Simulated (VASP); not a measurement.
# Ge2Sb (I4_1/amd) in VASP: further runs

Ge2Sb is run at these levels: PBE; tasks: single point.

All numbers are computed with VASP 6.6.1; they aren't measurements. Logs are shortened: lines on timing, memory, paths and dates and some standing lists are left out, and cuts for length are marked.

**1. The cell of the first run**

Symmetry: I4_1/amd, No. 141, tetragonal system. The conventional cell has a = 4.723 Å, b = 4.723 Å, c = 11.871 Å, α = 90.00°, β = 90.00°, γ = 90.00°. Ge (site symmetry 2mm) has 3 Sb at 2.42 to 2.45 Å and 2 Ge at 3.05 Å within 3.2 Å. Sb (site symmetry -4m2) has 6 Ge at 2.42 to 2.45 Å within 3.2 Å.

**2. Single point, PBE**

INCAR reads:

```
SYSTEM = Ge2Sb
ALGO = Normal
EDIFF = 1E-7
ENCUT = 520
GGA = PE
ISIF = 2
ISMEAR = 0
LASPH = .TRUE.
LCHARG = .FALSE.
LREAL = .FALSE.
LWAVE = .FALSE.
NBANDS = 42
NELM = 80
PREC = Accurate
SIGMA = 0.1
```

KPOINTS reads:

```
k-points
0
G
  6 6 6
  0 0 0
```

POSCAR reads:

```
Ge2Sb
1.0
   -2.3612788221      2.3612788221      5.9353254197
    2.3612788221     -2.3612788221      5.9353254197
    2.3612788221      2.3612788221     -5.9353254197
Ge Sb
4 2
Direct
    0.2066000000      0.2066000000      0.0000000000
    0.9566000000      0.4566000000      0.5000000000
    0.5434000000      0.0434000000      0.5000000000
    0.7934000000      0.7934000000      0.0000000000
    0.0000000000      0.0000000000      0.0000000000
    0.7500000000      0.2500000000      0.5000000000
```

Potentials or basis: VASP PAW PBE potentials, release 64 (Ge_d, Sb).

Command:

```
$ cat potpaw_PBE.64/Ge_d/POTCAR potpaw_PBE.64/Sb/POTCAR > POTCAR
$ mpirun -np 1 vasp_std > vasp.out
```

OUTCAR:

```text
SYSTEM = Ge2Sb
   EDIFF = 1E-7
   ENCUT = 520
   GGA = PE
   ISIF = 2
   ISMEAR = 0
   LASPH = .TRUE.
   LREAL = .FALSE.
   NELM = 80
   PREC = Accurate

 ion  position               nearest neighbor table
   1  0.207  0.207  0.000-   6 2.42   6 2.42   5 2.45
   2  0.957  0.457  0.500-   5 2.42   5 2.42   6 2.45
   3  0.543  0.043  0.500-   5 2.42   5 2.42   6 2.45
   4  0.793  0.793  0.000-   6 2.42   6 2.42   5 2.45
   5  0.000  0.000  0.000-   3 2.42   2 2.42   3 2.42   2 2.42   1 2.45   4 2.45
   6  0.750  0.250  0.500-   4 2.42   1 2.42   4 2.42   1 2.42   2 2.45   3 2.45

  LATTYP: Found a body centered tetragonal cell.
 ALAT       =     4.7225576442
 C/A-ratio  =     2.5136063408

  Lattice vectors:

 A1 = (  -2.3612788221,   2.3612788221,   5.9353254197)
 A2 = (   2.3612788221,  -2.3612788221,   5.9353254197)
 A3 = (   2.3612788221,   2.3612788221,  -5.9353254197)

Analysis of symmetry for initial positions (statically):
=====================================================================
 Subroutine PRICEL returns:
 Original cell was already a primitive cell.

 Routine SETGRP: Setting up the symmetry group for a
 body centered tetragonal supercell.

 Subroutine GETGRP returns: Found 16 space group operations
 (whereof  8 operations were pure point group operations)
 out of a pool of 16 trial point group operations.

The static configuration has the point symmetry D_2d.
 The point group associated with its full space group is D_4h.

Analysis of symmetry for dynamics (positions and initial velocities):
=====================================================================
 Subroutine PRICEL returns:
 Original cell was already a primitive cell.

 Routine SETGRP: Setting up the symmetry group for a
 body centered tetragonal supercell.

 Subroutine GETGRP returns: Found 16 space group operations
 (whereof  8 operations were pure point group operations)
 out of a pool of 16 trial point group operations.

The dynamic configuration has the point symmetry D_2d.
 The point group associated with its full space group is D_4h.

 Subroutine INISYM returns: Found 16 space group operations
 (whereof  8 operations are pure point group operations),
 and found     1 'primitive' translations

----------------------------------------------------------------------------------------

                                     Primitive cell

[... 99 lines left out ...]
   LREAL  =      F    real-space projection
   EDIFFG = 0.1E-05   stopping-criterion for IOM
   NSW    =      0    number of steps for IOM
   IBRION =     -1    ionic relax: 0-MD 1-quasi-New 2-CG
   NFREE  =      0    steps in history (QN), initial steepest desc. (CG)
   ISIF   =      2    stress and relaxation
   ISYM   =      2    0-nonsym 1-usesym 2-fastsym
   POTIM  = 0.5000    time-step for ionic-motion
   TEBEG  =    0.0;   TEEND  =   0.0 temperature during run
   PSTRESS=    0.0 pullay stress
   NELECT =      66.0000    total number of electrons
   NUPDOWN=      -1.0000    fix difference up-down
   EMIN   =  10.00;   EMAX   =-10.00  energy-range for DOS
   EFERMI =   0.00;   METHOD = LEGACY
   ISMEAR =     0;   SIGMA  =   0.10  broadening in eV -4-tet -1-fermi 0-gaus
   EFERMI_NEDOS =   21; number of points for ismear=-14 and -15
   IALGO  =     38    algorithm
   IMIX   =      4    mixing-type and parameters
     AMIX     =   0.40;   BMIX     =  1.00
     AMIX_MAG =   1.60;   BMIX_MAG =  1.00
  volume/ion in A,a.u.               =      22.06       148.88
  Fermi-wavevector in a.u.,A,eV,Ry     =   1.298145  2.453138 22.928263  1.685180
  Thomas-Fermi vector in A             =   2.429492
   LORBIT       =      0    0 simple, 1 ext, 2 COOP (PROOUT), +10 PAW based schemes
   GGA     = PE    functional components
   LHFCALC =     F    Hartree Fock is set to
   AEXX    =    0.0000 exact exchange contribution
   IVDW    =     0    specifies the selected vdW correction
   LEPSILON=     F    determine dielectric tensor
   LRPA    =     F    only Hartree local field effects (RPA)
 non-spin polarized calculation
 Gauss-broadening in eV      SIGMA  =   0.10
  energy-cutoff  :      520.00
  volume of cell :      132.37
 maximum number of plane-waves:      3586
 NGX is ok and might be reduce to    54
   NGX = 25   NGY = 25   NGZ = 25

 number of electron      66.0000001 magnetization

 Free energy of the ion-electron system (eV)
  ---------------------------------------------------
  ext. energy  EPLUGINS =         0.00000000
  ---------------------------------------------------
  free energy    TOTEN  =       -15.89799140 eV

  energy without entropy =      -15.88464563  energy(sigma->0) =      -15.89131851

 E-fermi :   7.3282     XC(G=0): -10.2634

 val. band max:        7.2989083129   @ k =   0.5000   0.0000   0.0000
 cond. band min:       7.3475155705   @ k =  -0.1667  -0.3333   0.1667
 fundamental gap:      0.0486072576
 Fermi energy:         7.3281758199

 k-point     1 :       0.0000    0.0000    0.0000
  band No.  band energies     occupation
      1     -17.8921      2.00000
      2     -17.8337      2.00000
      3     -17.8256      2.00000
      4     -17.8098      2.00000
      5     -17.8098      2.00000
      6     -17.7985      2.00000
[... 1069 lines left out ...]
     41      12.3892      0.00000
     42      13.1786      0.00000

 [... further k-points ...]

------------------------ aborting loop because EDIFF is reached ----------------------------------------

  FORCE on cell =-STRESS in cart. coord.  units (eV):
  Direction    XX          YY          ZZ          XY          YZ          ZX
  --------------------------------------------------------------------------------------
  -------------------------------------------------------------------------------------
  Total       33.3115090     33.3115090     30.8850194      0.0000000     -0.0000000      0.0000000
  in kB      403.1863481    403.1863481    373.8172943      0.0000000     -0.0000000      0.0000000
  external PRESSURE =     393.3966635 kB  Pullay stress =       0.0000000 kB

 VOLUME and BASIS-vectors are now :
 -----------------------------------------------------------------------------
  energy-cutoff  :      520.00
  volume of cell :      132.37
      direct lattice vectors                 reciprocal lattice vectors
    -2.361278822  2.361278822  5.935325420     0.000000000  0.211749665  0.084241379
     2.361278822 -2.361278822  5.935325420     0.211749665  0.000000000  0.084241379
     2.361278822  2.361278822 -5.935325420     0.211749665  0.211749665  0.000000000

 POSITION                                       TOTAL-FORCE (eV/Angst)
 -----------------------------------------------------------------------------------
      0.00000      0.00000      2.45248        -0.000000     -0.000000      1.687036
      0.00000      2.36128      5.42014        -0.000000     -0.000000      1.687036
      0.00000      2.36128      0.51519         0.000000      0.000000     -1.687036
      0.00000      0.00000      9.41817         0.000000      0.000000     -1.687036
      0.00000      0.00000      0.00000        -0.000000     -0.000000      0.000000
      0.00000      2.36128      2.96766        -0.000000     -0.000000      0.000000
 -----------------------------------------------------------------------------------
    total drift:                               -0.000000     -0.000000      0.000000

  FREE ENERGIE OF THE ION-ELECTRON SYSTEM (eV)
  ---------------------------------------------------
  free  energy   TOTEN  =       -15.8979913995 eV

  energy  without entropy=      -15.8846456292  energy(sigma->0) =      -15.89131851
```

It took 7 min on 1 thread of Intel Xeon Platinum 8375C at 2.90GHz (Ice Lake), shared host; peak memory 0.42 GiB.

What came out:

```
Free energy            : -15.8980 eV
Pressure               : 39.3 GPa
Largest force          : 1.687 eV/Å
Band gap on the k mesh : zero (bands 33 and 34 overlap by 2.01 eV)
```

Forces in eV/Å, atoms in the order of the input:
```
Ge   0.000  0.000  1.687
Ge   0.000  0.000  1.687
Ge   0.000  0.000 -1.687
Ge   0.000  0.000 -1.687
Sb   0.000  0.000  0.000
Sb   0.000  0.000  0.000
```

Levels at points of the mesh, in eV from the Fermi level:
```
           k point  band 29  band 30  band 31  band 32  band 33  band 34  band 35  band 36  band 37  band 38
(0.00, 0.00, 0.00)    -5.42    -3.93    -2.69    -1.17     0.72     1.15     1.15     1.16     1.16     3.92
(0.50, 0.00, 0.00)    -4.49    -2.84    -0.65    -0.57    -0.54    -0.03     0.22     1.12     2.67     2.80
(0.50, 0.50, 0.00)    -3.30    -3.30     0.20     0.20     0.81     0.81     1.90     1.90     3.20     3.20
(0.50, 0.50, 0.50)    -4.35    -4.35    -2.37    -2.37    -0.57    -0.57     0.93     0.93     1.52     1.52
```

Caveat: the cell stands under pressure; spin-orbit coupling is left out, which moves the levels of the heavy elements; forces of over 1 eV/Å act on the atoms, so gaps and moduli don't describe the material at rest.

**3. Single point, PBE**

This run uses another cell than the first one, of 23.00 Å³/atom.

INCAR reads:

```
PREC = Accurate
ENCUT = 520
EDIFF = 1E-7
ISMEAR = 0
SIGMA = 0.1
LREAL = False
LASPH = True
NELM = 80
ALGO = Normal
ISIF = 2
LWAVE = False
LCHARG = False
GGA = PE
NBANDS = 42
```

KPOINTS reads:

```
regular mesh
0
Gamma
  10 10 10
```

POSCAR reads:

```
Ge2Sb
1.0
   -2.6461456534      2.6461456534      4.9270494210
    2.6461456534     -2.6461456534      4.9270494210
    2.6461456534      2.6461456534     -4.9270494210
Ge Sb
4 2
Direct
    0.3651623477      0.3651623477      0.0000000000
    0.1151623477      0.6151623477      0.5000000000
    0.3848376523      0.8848376523      0.5000000000
    0.6348376523      0.6348376523      0.0000000000
    0.0000000000      0.0000000000      0.0000000000
    0.7500000000      0.2500000000      0.5000000000
```

Potentials or basis: VASP PAW PBE potentials, release 64 (Ge_d, Sb).

Command:

```
$ cat potpaw_PBE.64/Ge_d/POTCAR potpaw_PBE.64/Sb/POTCAR > POTCAR
$ mpirun -np 1 vasp_std > vasp.out
```

It took 13 min on 1 thread of Intel Xeon Platinum 8375C at 2.90GHz (Ice Lake), shared host; peak memory 0.63 GiB.

The run converged. Its results:

```yaml
Free_energy: -25.1941 eV
Pressure: 0.0 GPa
Band_gap_on_the_k_mesh: zero (bands 33 and 34 overlap by 3.65 eV)
```

Levels at points of the mesh, in eV from the Fermi level:
```tsv
k point	band 31	band 32	band 33	band 34	band 35	band 36
(0.00, 0.00, 0.00)	-3.02	-2.41	-2.00	-2.00	2.34	2.91
(0.50, 0.00, 0.00)	-2.06	-1.42	-0.18	0.98	1.15	1.57
(0.50, 0.50, 0.00)	0.53	0.53	1.65	1.65	2.37	2.37
(0.50, 0.50, 0.50)	-1.16	-1.16	-1.01	-1.01	-0.20	-0.20
```

Caveat: spin-orbit coupling is left out, which moves the levels of the heavy elements.
